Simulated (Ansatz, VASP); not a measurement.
Two plane-wave programs on CdO

File INCAR:

```
SYSTEM = CdO
PREC = Accurate
ENCUT = 600
EDIFF = 1E-6
ISMEAR = 0
SIGMA = 0.1
LREAL = .False.
LASPH = .True.
NELM = 120
ALGO = Normal
ISIF = 2
LWAVE = .False.
LCHARG = .False.
GGA = PE
NBANDS = 16
GGA_COMPAT = .False.
```

The input KPOINTS:

```
regular mesh
0
Gamma
  16 16 16
  0 0 0
```

File POSCAR:

```
CdO
1.0
    0.0000000000      2.3545369680      2.3545369680
    2.3545369680      0.0000000000      2.3545369680
    2.3545369680      2.3545369680      0.0000000000
Cd O
1 1
Direct
    0.0000000000      0.0000000000      0.0000000000
    0.5000000000      0.5000000000      0.5000000000
```

Input for Ansatz:

```yaml
crystal:
  lattice:
    - [0.0, 2.354536968, 2.354536968]
    - [2.354536968, 0.0, 2.354536968]
    - [2.354536968, 2.354536968, 0.0]
  atoms:
    - { symbol: Cd, position: [0.0, 0.0, 0.0] }
    - { symbol: O, position: [0.5, 0.5, 0.5] }
basis:
  ecutwfc: 420
kpoints:
  mp_grid: { grid: [16, 16, 16] }
hamiltonian:
  xc: pbe
scf:
  occupations: { method: gaussian, width: 0.1 }
output:
  forces: true
  stress: true
  eigenvalues: true
```

Alike in both runs: task single point; functional PBE; k mesh 16 × 16 × 16; occupations gaussian, width 0.1 eV; no spin polarisation.

|  | VASP | Ansatz |
| --- | --- | --- |
| version | VASP 6.6.1 | Ansatz 0.2.0 |
| potentials or method | VASP PAW PBE potentials, release 64 (Cd, O), cutoff 600 eV | scalar-relativistic, plane waves, PAW |
| valence electrons in the cell | 18 | 26 |

```tsv
	VASP	Ansatz	Ansatz less VASP
gap on the k mesh at the Fermi level (eV)	none	none	-
pressure (GPa)	6.3	5.1	-1.23
```

A gap of «none» marks a metal or a gap that the smearing closes. VASP's potentials hold 18 valence electrons a cell and Ansatz's 26, so a difference there can come from the potentials and not from the codes.
